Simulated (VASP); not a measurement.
The system is CsH.

```
Cs H
1.0
     3.81309    0.00000    0.00000
     0.00000    3.81309    0.00000
     0.00000    0.00000    3.81309
Cs H
1 1
Direct
  0.00000 0.00000 0.00000
  0.50000 0.50000 0.50000
```

Base run:

```yaml
Program: VASP 6.6.1
Functional: PBE0
Potentials_or_basis: VASP PAW PBE potentials, release 64 (Cs_sv, H)
Cutoff: 520 eV
k_mesh: 4 × 4 × 4
Occupations: gaussian, width 0.01 eV
Spin: no spin polarisation
```

Its results: band gap on the k mesh 4.30 eV (least direct gap 4.35 eV); pressure 0.1 GPa.

Task: The run is repeated on the same cell with these changes: functional from PBE0 to r2SCAN. What comes out?

Result: Band gap on the k mesh 3.15 eV; pressure 0.1 GPa.

Caveats: the structure was generated, so it needn't be the stable form of CsH; the PAW data sets were made with another functional, which shifts forces and pressure a little; spin-orbit coupling is left out, which moves the levels of the heavy elements.

A k mesh can miss the band edges.
